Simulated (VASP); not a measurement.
Nb3Cr: single point with LDA

Crystal: Nb3Cr.

```
Nb Cr
1.0
     0.00000    3.21889    3.21889
     3.21889    0.00000    3.21889
     3.21889    3.21889    0.00000
Nb Cr
3 1
Direct
  0.75000 0.75000 0.75000
  0.25000 0.25000 0.25000
  0.50000 0.50000 0.50000
  0.00000 0.00000 0.00000
```

- Program: VASP 6.6.1
- Task: single point
- Functional: LDA
- Potentials or basis: VASP PAW LDA potentials, release 64 (Nb_sv, Cr_pv)
- Cutoff: 520 eV
- k mesh: 4 × 4 × 4
- Occupations: gaussian, width 0.1 eV
- Spin: collinear spin, ferromagnetic start
- Starting moments: [0.0, 0.0, 0.0, 3.0] μB

* Pressure: -13.0 GPa
* Net moment: 0.48 μB per cell
* Site moments: Nb +0.01, +0.03; Cr +0.35 μB
* Valence electrons inside the program's atomic spheres: Nb 10.73, 10.85; Cr 10.79

Levels at points of the mesh, in eV from the Fermi level:
Spin up:
```csv
k point,band 23,band 24,band 25,band 26,band 27,band 28,band 29,band 30
"(0.00, 0.00, 0.00)",-1.03,-1.03,0.04,0.04,0.04,1.47,1.47,3.82
"(0.50, 0.00, 0.00)",-1.30,-1.30,-1.29,-1.14,-1.14,1.84,1.84,2.50
"(0.50, 0.50, 0.00)",-1.16,0.33,0.33,0.77,0.77,1.04,1.66,2.25
```
Spin down:
```
           k point  band 21  band 22  band 23  band 24  band 25  band 26  band 27  band 28  band 29  band 30
(0.00, 0.00, 0.00)    -1.54    -0.90    -0.90    -0.90     0.14     0.14     0.14     1.70     1.70     3.84
(0.50, 0.00, 0.00)    -1.35    -1.35    -1.28    -1.28    -1.13    -0.98    -0.98     1.99     1.99     2.62
(0.50, 0.50, 0.00)    -1.65    -1.16    -1.00     0.50     0.50     0.80     0.80     1.27     1.87     2.29
```

Wall time 94 s on 1 thread of AMD EPYC 7R13 Processor (Zen 3), with other jobs on the host, peak memory 0.17 GiB.

Caveat: the k points lie up to 0.42 Å⁻¹ apart.
